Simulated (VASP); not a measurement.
# Re (P6_3/mmc) in VASP: further runs, part 2 of 2

VASP 6.6.1.

**4. Single point, PBEsol**

This run uses another cell than the first one, of 14.56 Å³/atom.

Input file INCAR:

```
SYSTEM = Re
ALGO = Normal
EDIFF = 1E-6
ENCUT = 520
GGA = PS
ISIF = 2
ISMEAR = -1
LASPH = .TRUE.
LCHARG = .FALSE.
LREAL = .FALSE.
LWAVE = .FALSE.
NBANDS = 14
NELM = 60
PREC = Accurate
SIGMA = 0.05
```

Input file KPOINTS:

```
k-points
0
G
  11 11 6
  0 0 0
```

Input file POSCAR:

```
Re
1.0
    2.7504684019      0.0000000000      0.0000000000
   -1.3752342010      2.3819755084      0.0000000000
    0.0000000000      0.0000000000      4.4434735578
Re
2
Direct
    0.6666666667      0.3333333333      0.7500000000
    0.3333333333      0.6666666667      0.2500000000
```

Potentials or basis: VASP PAW PBE potentials, release 64 (Re).

On the command line:

```bash
> cat potpaw_PBE.64/Re/POTCAR > POTCAR
> mpirun -np 1 vasp_std > vasp.out
```

OUTCAR:

```text
SYSTEM = Re
   EDIFF = 1E-6
   ENCUT = 520
   GGA = PS
   ISIF = 2
   ISMEAR = -1
   LASPH = .TRUE.
   LREAL = .FALSE.
   NELM = 60
   PREC = Accurate

 ion  position               nearest neighbor table
   1  0.667  0.333  0.750-   2 2.73   2 2.73   2 2.73   2 2.73   2 2.73   2 2.73
   2  0.333  0.667  0.250-   1 2.73   1 2.73   1 2.73   1 2.73   1 2.73   1 2.73

  LATTYP: Found a hexagonal cell.
 ALAT       =     2.7504684019
 C/A-ratio  =     1.6155333960

  Lattice vectors:

 A1 = (   2.7504684019,   0.0000000000,   0.0000000000)
 A2 = (  -1.3752342010,   2.3819755084,   0.0000000000)
 A3 = (   0.0000000000,   0.0000000000,   4.4434735578)

Analysis of symmetry for initial positions (statically):
=====================================================================
 Subroutine PRICEL returns:
 Original cell was already a primitive cell.

 Routine SETGRP: Setting up the symmetry group for a
 hexagonal supercell.

 Subroutine GETGRP returns: Found 24 space group operations
 (whereof 12 operations were pure point group operations)
 out of a pool of 24 trial point group operations.

The static configuration has the point symmetry D_3d.
 The point group associated with its full space group is D_6h.

Analysis of symmetry for dynamics (positions and initial velocities):
=====================================================================
 Subroutine PRICEL returns:
 Original cell was already a primitive cell.

 Routine SETGRP: Setting up the symmetry group for a
 hexagonal supercell.

 Subroutine GETGRP returns: Found 24 space group operations
 (whereof 12 operations were pure point group operations)
 out of a pool of 24 trial point group operations.

The dynamic configuration has the point symmetry D_3d.
 The point group associated with its full space group is D_6h.

 Subroutine INISYM returns: Found 24 space group operations
 (whereof 12 operations are pure point group operations),
 and found     1 'primitive' translations

----------------------------------------------------------------------------------------

                                     Primitive cell

  volume of cell :      29.1116

  direct lattice vectors                    reciprocal lattice vectors
     2.750468402  0.000000000  0.000000000     0.363574437  0.209909799  0.000000000
    -1.375234201  2.381975508  0.000000000     0.000000000  0.419819598  0.000000000
     0.000000000  0.000000000  4.443473558     0.000000000  0.000000000  0.225049162

  length of vectors
     2.750468402  2.750468402  4.443473558     0.419819598  0.419819598  0.225049162

  position of ions in fractional coordinates (direct lattice)
     0.666666667  0.333333333  0.750000000
     0.333333333  0.666666667  0.250000000

  ion indices of the primitive-cell ions
   primitive index   ion index
                 1           1
                 2           2

----------------------------------------------------------------------------------------

 KPOINTS: k-points

Automatic generation of k-mesh.
 Grid dimensions read from file:
 generate k-points for:   11   11    6

 Generating k-lattice:

  Cartesian coordinates                     Fractional coordinates (reciprocal lattice)
     0.033052222  0.019082709  0.000000000     0.090909091  0.000000000  0.000000000
     0.000000000  0.038165418  0.000000000     0.000000000  0.090909091  0.000000000
     0.000000000  0.000000000  0.037508194     0.000000000  0.000000000  0.166666667

  Length of vectors
     0.038165418  0.038165418  0.037508194

  Shift w.r.t. Gamma in fractional coordinates (k-lattice)
     0.000000000  0.000000000  0.000000000

 Subroutine IBZKPT returns following result:
 ===========================================

 Found     64 irreducible k-points:

 Following reciprocal coordinates:
            Coordinates               Weight
  0.000000  0.000000  0.000000      1.000000
  0.090909  0.000000  0.000000      6.000000
  0.181818  0.000000  0.000000      6.000000
  0.272727  0.000000  0.000000      6.000000
  0.363636  0.000000  0.000000      6.000000
  0.454545  0.000000  0.000000      6.000000
[... 16 lines left out ...]
  0.090909  0.090909  0.166667     12.000000
  0.181818  0.090909  0.166667     24.000000
 [... further k-points ...]
   k-points           NKPTS =     64   k-points in BZ     NKDIM =     64   number of bands    NBANDS=     14
   number of dos      NEDOS =    301   number of ions     NIONS =      2
   total plane-waves  NPLWV =  14400
   dimension x,y,z NGX =    20 NGY =   20 NGZ =   36
   dimension x,y,z NGXF=    40 NGYF=   40 NGZF=   72
   ions per type =               2
   NGX,Y,Z   is equivalent  to a cutoff of  12.09, 12.09, 13.47 a.u.
   NGXF,Y,Z  is equivalent  to a cutoff of  24.18, 24.18, 26.94 a.u.
 SYSTEM =  Re
   PREC   = accura    normal or accurate (medium, high low for compatibility)
   ISTART =      0    job   : 0-new  1-cont  2-samecut
   ICHARG =      2    charge: 1-file 2-atom 10-const
   ISPIN  =      1    spin polarized calculation?
   LNONCOLLINEAR =      F non collinear calculations
   LSORBIT =      F    spin-orbit coupling
   LASPH  =      T    aspherical Exc in radial PAW
   ENCUT  =  520.0 eV  38.22 Ry    6.18 a.u.   5.11  5.11  8.26*2*pi/ulx,y,z
   NELM   =     60;   NELMIN=  2; NELMDL= -5     # of ELM steps
   EDIFF  = 0.1E-05   stopping-criterion for ELM
   LREAL  =      F    real-space projection
   EDIFFG = 0.1E-04   stopping-criterion for IOM
   NSW    =      0    number of steps for IOM
   IBRION =     -1    ionic relax: 0-MD 1-quasi-New 2-CG
   NFREE  =      0    steps in history (QN), initial steepest desc. (CG)
   ISIF   =      2    stress and relaxation
   ISYM   =      2    0-nonsym 1-usesym 2-fastsym
   POTIM  = 0.5000    time-step for ionic-motion
   TEBEG  =    0.0;   TEEND  =   0.0 temperature during run
   PSTRESS=    0.0 pullay stress
   NELECT =      14.0000    total number of electrons
   NUPDOWN=      -1.0000    fix difference up-down
   EMIN   =  10.00;   EMAX   =-10.00  energy-range for DOS
   EFERMI =   0.00;   METHOD = LEGACY
   ISMEAR =    -1;   SIGMA  =   0.05  broadening in eV -4-tet -1-fermi 0-gaus
   EFERMI_NEDOS =   21; number of points for ismear=-14 and -15
   IALGO  =     38    algorithm
   IMIX   =      4    mixing-type and parameters
     AMIX     =   0.40;   BMIX     =  1.00
     AMIX_MAG =   1.60;   BMIX_MAG =  1.00
  volume/ion in A,a.u.               =      14.56        98.23
  Fermi-wavevector in a.u.,A,eV,Ry     =   1.282612  2.423785 22.382859  1.645094
  Thomas-Fermi vector in A             =   2.414913
   LORBIT       =      0    0 simple, 1 ext, 2 COOP (PROOUT), +10 PAW based schemes
   GGA     = PS    functional components
   LHFCALC =     F    Hartree Fock is set to
   AEXX    =    0.0000 exact exchange contribution
   IVDW    =     0    specifies the selected vdW correction
   LEPSILON=     F    determine dielectric tensor
   LRPA    =     F    only Hartree local field effects (RPA)
 non-spin polarized calculation
  energy-cutoff  :      520.00
  volume of cell :       29.11
 maximum number of plane-waves:       793
   NGX = 11   NGY = 11   NGZ = 17

 number of electron      14.0000001 magnetization

 Free energy of the ion-electron system (eV)
  ---------------------------------------------------
  ext. energy  EPLUGINS =         0.00000000
  ---------------------------------------------------
  free energy    TOTEN  =       -26.73991146 eV

  energy without entropy =      -26.72639866  energy(sigma->0) =      -26.73315506

 E-fermi :   7.8589     XC(G=0): -13.8787

 val. band max:        7.8376921352   @ k =   0.1818   0.0000   0.1667
 cond. band min:       7.9083881968   @ k =   0.3636   0.1818   0.3333
 fundamental gap:      0.0706960616
 Fermi energy:         7.8588790786

 k-point     1 :       0.0000    0.0000    0.0000
  band No.  band energies     occupation
      1      -2.1216      2.00000
      2       1.1293      2.00000
      3       6.2347      2.00000
      4       6.2375      2.00000
      5       6.2375      2.00000
      6       7.0906      2.00000
      7       7.0906      2.00000
      8       8.0416      0.05045
      9       8.0416      0.05045
     10       8.4824      0.00001
     11      11.2718      0.00000
     12      11.2718      0.00000
     13      17.9888      0.00000
     14      22.0400      0.00000
[... 375 lines left out ...]
 k-point    24 :       0.1818    0.0909    0.1667
  band No.  band energies     occupation
      1       0.2257      2.00000
      2       2.8615      2.00000
      3       4.2338      2.00000
      4       4.5798      2.00000
      5       5.8664      2.00000
      6       6.5687      2.00000
      7       7.1909      2.00000
      8       8.1482      0.00612
      9       8.8758      0.00000
     10       9.2749      0.00000
     11      11.6826      0.00000
     12      14.7776      0.00000
     13      19.1533      0.00000
     14      23.9521      0.00000

 [... further k-points ...]
[... 5 lines left out ...]
  --------------------------------------------------------------------------------------
  -------------------------------------------------------------------------------------
  Total       -0.0002506     -0.0002506     -0.0296112      0.0000000     -0.0000000      0.0000000
  in kB       -0.0137920     -0.0137920     -1.6296738      0.0000000     -0.0000000      0.0000000
  external PRESSURE =      -0.5524192 kB  Pullay stress =       0.0000000 kB

 VOLUME and BASIS-vectors are now :
 -----------------------------------------------------------------------------
  energy-cutoff  :      520.00
  volume of cell :       29.11
      direct lattice vectors                 reciprocal lattice vectors
     2.750468402  0.000000000  0.000000000     0.363574437  0.209909799  0.000000000
    -1.375234201  2.381975508  0.000000000     0.000000000  0.419819598  0.000000000
     0.000000000  0.000000000  4.443473558     0.000000000  0.000000000  0.225049162

 POSITION                                       TOTAL-FORCE (eV/Angst)
 -----------------------------------------------------------------------------------
      1.37523      0.79399      3.33261        -0.000000      0.000000      0.000000
     -0.00000      1.58798      1.11087         0.000000     -0.000000      0.000000
 -----------------------------------------------------------------------------------
    total drift:                               -0.000000      0.000000     -0.000000

  FREE ENERGIE OF THE ION-ELECTRON SYSTEM (eV)
  ---------------------------------------------------
  free  energy   TOTEN  =       -26.7399114575 eV

  energy  without entropy=      -26.7263986604  energy(sigma->0) =      -26.73315506
```

OSZICAR:

```text
N       E                     dE             d eps       ncg     rms          rms(c)
DAV:   1     0.186223454044E+02    0.18622E+02   -0.67282E+03  3584   0.124E+03
DAV:   2    -0.272579152454E+02   -0.45880E+02   -0.40193E+02  2946   0.281E+02
DAV:   3    -0.282423763154E+02   -0.98446E+00   -0.96418E+00  2780   0.421E+01
DAV:   4    -0.282520730229E+02   -0.96967E-02   -0.96899E-02  2778   0.295E+00
DAV:   5    -0.282522680359E+02   -0.19501E-03   -0.19500E-03  2792   0.682E-01    0.454E+01
DAV:   6    -0.271283610891E+02    0.11239E+01   -0.86607E-01  3112   0.252E+01    0.188E+01
DAV:   7    -0.267526764496E+02    0.37568E+00   -0.60329E-01  3136   0.204E+01    0.547E-01
DAV:   8    -0.267411515788E+02    0.11525E-01   -0.72049E-03  2684   0.675E-01    0.151E-01
DAV:   9    -0.267399014580E+02    0.12501E-02   -0.61873E-04  3292   0.260E-01    0.421E-02
DAV:  10    -0.267399108482E+02   -0.93902E-05   -0.56506E-05  2952   0.941E-02    0.202E-02
DAV:  11    -0.267399114575E+02   -0.60929E-06   -0.14796E-07  1698   0.135E-02
   1 F= -.26739911E+02 E0= -.26733155E+02  d E =-.135128E-01
```

It took 28 s on 1 thread of Intel Xeon 8259CL, shared host; peak memory 0.15 GiB.

Results:

| Item | Value |
| --- | --- |
| Free energy | -26.7399 eV |
| Pressure | -0.1 GPa |
| Band gap on the k mesh | zero (bands 7 and 8 overlap by 3.12 eV) |

Caveat: the PAW data sets were made with another functional, which shifts forces and pressure a little; spin-orbit coupling is left out, which moves the levels of the heavy elements.

**5. Summary**

```csv
cell,gap on the mesh (eV),pressure (GPa)
"a = 2.739, b = 2.739, c = 4.425 Å, angles 90.0, 90.0, 120.0°, 2 atoms",none,5.1
"a = 2.728, b = 2.728, c = 4.407 Å, angles 90.0, 90.0, 120.0°, 2 atoms",none,10.2
"a = 2.750, b = 2.750, c = 4.443 Å, angles 90.0, 90.0, 120.0°, 2 atoms",none,-0.1
```

Alike in all rows: task single point; level PBEsol; potentials or basis VASP PAW PBE potentials, release 64 (Re); no spin polarisation; k mesh 11 × 11 × 6; cutoff (eV) 520; smearing fermi-dirac 0.05 eV.

Caveats: the PAW data sets were made with another functional, which shifts forces and pressure a little; spin-orbit coupling is left out, which moves the levels of the heavy elements; the cell stands under pressure (at least some runs).

Absolute energies hang on the potentials; compare differences alone.
